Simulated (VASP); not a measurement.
# Tl: single point with LDA

Tl:

```
Tl
1.0
    -1.81579    1.81579    1.81579
     1.81579   -1.81579    1.81579
     1.81579    1.81579   -1.81579
Tl
1
Direct
  0.00000 0.00000 0.00000
```

This isn't the form of Tl at room conditions, which is hcp.

- Program: VASP 6.6.1
- Task: single point
- Functional: LDA
- Potentials or basis: VASP PAW LDA potentials, release 64 (Tl_d)
- Cutoff: 500 eV
- k mesh: 10 × 10 × 10
- Occupations: fermi-dirac, width 0.05 eV
- Spin: no spin polarisation

```json
{"Pressure": "8.1 GPa", "Band gap on the k mesh": "zero (an odd number of electrons rules out a gap without spin polarisation)"}
```

Levels at points of the mesh, in eV from the Fermi level:
```csv
k point,band 3,band 4,band 5,band 6,band 7,band 8,band 9,band 10
"(0.00, 0.00, 0.00)",-11.89,-11.32,-11.23,-11.23,12.79,12.79,12.79,12.93
"(0.50, 0.00, 0.00)",-11.27,-11.21,-10.78,-4.77,-3.44,6.68,7.76,11.84
"(0.50, 0.50, 0.50)",-10.89,-10.89,-10.89,-0.36,1.45,1.45,1.45,7.38
```

Run time: 4.6 s on 1 thread of Intel(R) Xeon(R) Platinum 8488C (Sapphire Rapids) (shared host), peak memory 0.13 GiB.

Caveat: the cell stands under pressure; spin-orbit coupling is left out, which moves the levels of the heavy elements.
